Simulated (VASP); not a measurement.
Set up this calculation in VASP 6.6.1, as the native input.

```
Task                   : single point
Functional             : PBE
Potentials or basis    : VASP PAW PBE potentials, release 64 (Hf_pv, C)
Cutoff                 : 520 eV
k mesh                 : 15 × 15 × 15
Occupations            : fermi-dirac, width 0.05 eV
Spin                   : no spin polarisation
Dipole correction      : no
Further INCAR settings : ALGO = Normal; EDIFF = 1e-06; NBANDS = 14
```

The structure of HfC lies in POSCAR:

```
HfC
1.0
    0.0000000000      2.3327243092      2.3327243092
    2.3327243092      0.0000000000      2.3327243092
    2.3327243092      2.3327243092      0.0000000000
Hf C
1 1
Direct
    0.5000000000      0.5000000000      0.5000000000
    0.0000000000      0.0000000000      0.0000000000
```

This cell differs from its parent crystal: volume scaled by 1.01.

One way to write it, as run:

INCAR

```
ALGO     = Normal         # electronic algorithm
EDIFF    = 1E-6           # SCF threshold, eV
ENCUT    = 520            # plane-wave cutoff, eV
GGA      = PE             # functional
ISIF     = 2              # what is computed and relaxed
ISMEAR   = -1             # smearing method
LASPH    = True           # aspherical terms in the spheres
LCHARG   = False          # write CHGCAR
LREAL    = False          # projectors in reciprocal space
LWAVE    = False          # write WAVECAR
NBANDS   = 14             # bands
NELM     = 100            # most SCF steps
PREC     = Accurate       # precision mode
SIGMA    = 0.05           # smearing width, eV
```

KPOINTS

```
k-points
0
Gamma
  15 15 15
```

Potentials or basis: VASP PAW PBE potentials, release 64 (Hf_pv, C).

Launch:

```console
$ cat potpaw_PBE.64/Hf_pv/POTCAR potpaw_PBE.64/C/POTCAR > POTCAR
$ mpirun -np 1 vasp_std > vasp.out
```

Results of the run:

The pressure is -2.8 GPa and the band gap on the k mesh is zero (band 7 reaches 6.87 eV, above the bottom of band 8 at 5.45 eV).

Caveat: spin-orbit coupling is left out, which moves the levels of the heavy elements.

Wall time 60 s on 1 thread of Intel(R) Xeon(R) Platinum 8488C (Sapphire Rapids), on a shared host, peak memory 0.19 GiB.
